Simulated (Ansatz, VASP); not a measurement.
Si3Se2 in VASP and in Ansatz

```
CELL_PARAMETERS angstrom
1.86789 1.07843 8.10787
-1.86789 1.07843 8.10787
0.00000 -2.15686 8.10787
ATOMIC_POSITIONS crystal
Si 0.00000 0.00000 0.00000
Si 0.18394 0.18394 0.18394
Si 0.81606 0.81606 0.81606
Se 0.39208 0.39208 0.39208
Se 0.60792 0.60792 0.60792
```

Alike in both runs: functional PBE; k mesh 12 × 12 × 12; occupations gaussian, width 0.1 eV; no spin polarisation.

Ansatz relaxed the structure, and its values are those at the end. VASP's run is a single point on that final structure, the one shown.

|  | VASP | Ansatz |
| --- | --- | --- |
| version | VASP 6.6.1 | Ansatz 0.2.0 |
| potentials or method | VASP PAW PBE potentials, release 64 (Si, Se), cutoff 520 eV | scalar-relativistic, plane waves, PAW |
| valence electrons in the cell | 24 | 44 |

|  | VASP | Ansatz | Ansatz less VASP |
| --- | --- | --- | --- |
| gap on the k mesh at the Fermi level (eV) | none | none | - |
| pressure (GPa) | 0.0 | 0.0 | -0.02 |
| rms of the force components (eV/Å) | 0.005 | 0.000 | -0.0049 |

A gap of «none» marks a metal or a gap that the smearing closes. VASP's potentials hold 24 valence electrons a cell and Ansatz's 44, so a difference there can come from the potentials and not from the codes.
